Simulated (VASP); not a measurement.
Input of a VASP 6.6.1 run:

Contents of INCAR:

```
SYSTEM = Ga3Se
  ALGO = Normal
  EDIFF = 1E-6
  ENCUT = 520
  GGA = RP
  ISIF = 2
  ISMEAR = -1
  LASPH = .True.
  LCHARG = .False.
  LREAL = .False.
  LWAVE = .False.
  NBANDS = 30
  NELM = 60
  PREC = Accurate
  SIGMA = 0.05
```

File KPOINTS:

```
k-points
0
Gamma
  4 4 4
  0 0 0
```

POSCAR

```
Ga3Se
1.0
    4.4324650000      0.0000000000      0.0000000000
    0.0000000000      4.4324650000      0.0000000000
    0.0000000000      0.0000000000      4.4324650000
Se Ga
1 3
Direct
    0.0000000000      0.0000000000      0.0000000000
    0.5000000000      0.5000000000      0.0000000000
    0.5000000000      0.0000000000      0.5000000000
    0.0000000000      0.5000000000      0.5000000000
```

Potentials or basis: VASP PAW PBE potentials, release 64 (Se, Ga_d).

Run with:

```sh
$ cat potpaw_PBE.64/Se/POTCAR potpaw_PBE.64/Ga_d/POTCAR > POTCAR
$ mpirun -np 1 vasp_std > vasp.out
```

Task: What does it give for the pressure?

Result: 1.6 GPa.

Caveat: the PAW data sets were made with another functional, which shifts forces and pressure a little.
